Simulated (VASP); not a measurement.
Write the native input for VASP 6.6.1 that does the following.

- Task: single point
- Functional: PBE
- Potentials or basis: VASP PAW PBE potentials, release 64 (Hf_pv, O)
- Cutoff: 600 eV
- k mesh: 6 × 6 × 3
- Occupations: gaussian, width 0.05 eV
- Spin: no spin polarisation
- Dipole correction: no
- Further INCAR settings: ALGO = Normal; EDIFF = 1e-06; NBANDS = 56; ISYM = 0

The structure of HfO2 lies in POSCAR:

```
HfO2
1.0
   -2.5575000000     -2.5575000000      0.0000000000
    2.5575000000     -2.5575000000      0.0000000000
   -1.2787500000     -1.2787500000     10.2300000000
Hf O
4 8
Direct
   -0.4687500000      0.0000000000      0.9375000000
    0.4062500000      0.5000000000      0.1875000000
   -0.2187500000      0.0000000000      0.4375000000
    0.1562500000      0.5000000000      0.6875000000
    0.4687500000      0.0000000000      0.0625000000
   -0.1562500000      0.5000000000      0.3125000000
    0.2187500000      0.0000000000      0.5625000000
   -0.4062500000      0.5000000000      0.8125000000
    0.3437500000      0.0000000000      0.3125000000
   -0.2812500000      0.5000000000      0.5625000000
    0.0937500000      0.0000000000      0.8125000000
   -0.0312500000      0.5000000000      0.0625000000
```

These files were run (other wordings do the same):

INCAR

```
  ALGO = Normal
  EDIFF = 1E-6
  ENCUT = 600
  GGA = PE
  GGA_COMPAT = F
  ISIF = 2
  ISMEAR = 0
  ISYM = 0
  LASPH = T
  LCHARG = T
  LELF = T
  LREAL = F
  LVHAR = T
  LWAVE = F
  NBANDS = 56
  NELM = 120
  PREC = Accurate
  SIGMA = 0.05
```

KPOINTS

```
k-points
0
Gamma
  6 6 3
```

Potentials or basis: VASP PAW PBE potentials, release 64 (Hf_pv, O).

Run with:

```bash
$ cat potpaw_PBE.64/Hf_pv/POTCAR potpaw_PBE.64/O/POTCAR > POTCAR
$ mpirun -np 1 vasp_std > vasp.out
```

Results of the run:

| Property | Result |
| --- | --- |
| Pressure | 47.2 GPa |
| Largest force | 102.569 eV/Å |
| Band gap on the k mesh | 1.70 eV (least direct gap 1.92 eV) |

Caveat: atoms lie so close that the PAW spheres overlap strongly, which falsifies energies and pressures; the cell stands under pressure; spin-orbit coupling is left out, which moves the levels of the heavy elements; an odd mesh through Γ misses points on the zone boundary, where band edges can lie; forces of over 1 eV/Å act on the atoms, so gaps and moduli don't describe the material at rest.

Wall time 17 min on 1 thread of Intel Xeon 8259CL, on a shared host, peak memory 0.51 GiB.
